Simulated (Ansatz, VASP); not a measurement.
Given: the input of a run of VASP 6.6.1 on GaF.

POSCAR

```
GaF
1.0
    3.1659200000      0.0000000000      0.0000000000
    0.0000000000      3.1659200000      0.0000000000
    0.0000000000      0.0000000000      3.1659200000
Ga F
1 1
Direct
    0.0000000000      0.0000000000      0.0000000000
    0.5000000000      0.5000000000      0.5000000000
```

INCAR.step1

```
SYSTEM = GaF
PREC = Accurate ; ENCUT = 600
EDIFF = 1E-5 ; ISMEAR = -1
SIGMA = 0.05 ; LREAL = .FALSE.
LASPH = .TRUE. ; NELM = 60
ALGO = Normal ; LWAVE = .TRUE.
LCHARG = .FALSE. ; GGA = PE
NBANDS = 17
```

Contents of INCAR.step2:

```
SYSTEM = GaF
PREC = Accurate ; ENCUT = 600
EDIFF = 1E-7 ; ISMEAR = -1
SIGMA = 0.05 ; LREAL = .FALSE.
LASPH = .TRUE. ; NELM = 60
ALGO = Normal ; ISIF = 3
LWAVE = .FALSE. ; LCHARG = .FALSE.
GGA = PS ; LHFCALC = .TRUE.
AEXX = 0.25 ; PRECFOCK = Normal
IBRION = 2 ; NSW = 60
EDIFFG = -0.01 ; ISTART = 1
```

KPOINTS

```
Automatic mesh
0
G
  4 4 4
  0 0 0
```

Potentials or basis: VASP PAW PBE potentials, release 64 (Ga_d, F).

Run with:

```console
$ cat potpaw_PBE.64/Ga_d/POTCAR potpaw_PBE.64/F/POTCAR > POTCAR
$ cp INCAR.step1 INCAR
$ mpirun -np 1 vasp_std > vasp.out
$ cp INCAR.step2 INCAR
$ mpirun -np 1 vasp_std > vasp.out
```

Problem. Translate it to Ansatz 0.2.0. Potentials there: Ansatz PAW.

Solution. As run (the cutoff follows the program's own potentials):

Contents of input:

```
crystal:
  lattice:
    - [3.16592, 0.0, 0.0]
    - [0.0, 3.16592, 0.0]
    - [0.0, 0.0, 3.16592]
  atoms:
    - { symbol: Ga, position: [0.0, 0.0, 0.0] }
    - { symbol: F, position: [0.5, 0.5, 0.5] }
hamiltonian:
  xc: { exchange: pbesol, correlation: pbesol, exx: { coeff: 0.25 } }
  pseudopotentials: { kind: paw }
kpoints:
  mp_grid: { grid: [4, 4, 4] }
scf:
  occupations: { method: fermi_dirac, width: 0.05 }
output:
  forces: true
  stress: true
  eigenvalues: true
relax:
  f_tol: 0.01
  max_steps: 40
  cell: { stress_tol: 0.05 }
```

Both were run:

|  | VASP | Ansatz | Ansatz less VASP |
| --- | --- | --- | --- |
| gap on the k mesh at the Fermi level, each at its own relaxed structure (eV) | 0.95 | 0.92 | -0.027 |
| relaxed volume (Å³/atom) | 14.98 | 15.06 | +0.086 |
| relaxed cell length with the largest relative difference (Å) | 3.106 | 3.111 | +0.0059 |

VASP's potentials were made for PBE, not for PBEsol-based global hybrid.

The k mesh is coarse, so the values compare programs but aren't converged. Noted on Ansatz's run: the plane-wave basis is chosen anew once the cell has moved, so the energies of steps on either side of that aren't comparable.
